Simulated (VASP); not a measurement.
Write the native input for VASP 6.6.1 that does the following.

```yaml
Task: single point
Functional: LDA
Potentials_or_basis: VASP PAW LDA potentials, release 64 (Ti_sv)
Cutoff: 520 eV
k_mesh: 15 × 15 × 8
Occupations: fermi-dirac, width 0.05 eV
Spin: no spin polarisation
Dipole_correction: no
Further_INCAR_settings: ALGO = Normal; EDIFF = 1e-06; NBANDS = 19
```

The structure of Ti lies in POSCAR:

```
Ti
1.0
    2.1850588141      0.0000000000      0.0000000000
   -1.0925294070      1.8923164418      0.0000000000
    0.0000000000      0.0000000000      4.2853064070
Ti
2
Direct
    0.3333333333      0.6666666667      0.2500000000
    0.6666666667      0.3333333333      0.7500000000
```

These files were run (other wordings do the same):

INCAR

```
ALGO = Normal
EDIFF = 1E-6
ENCUT = 520
ISIF = 2
ISMEAR = -1
LASPH = True
LCHARG = False
LREAL = False
LWAVE = False
NBANDS = 19
NELM = 60
PREC = Accurate
SIGMA = 0.05
```

KPOINTS

```
k-points
0
Gamma
  15 15 8
```

Potentials or basis: VASP PAW LDA potentials, release 64 (Ti_sv).

The run is started by

```bash
$ cat potpaw_LDA.64/Ti_sv/POTCAR > POTCAR
$ mpirun -np 1 vasp_std > vasp.out
```

Results of the run:

| Item | Value |
| --- | --- |
| Pressure | 179.0 GPa |
| Band gap on the k mesh | zero (bands 12 and 13 overlap by 1.73 eV) |

Caveat: the cell stands under pressure.

Run time: 26 s on 1 thread of Intel Xeon 8259CL (shared host), peak memory 0.15 GiB.
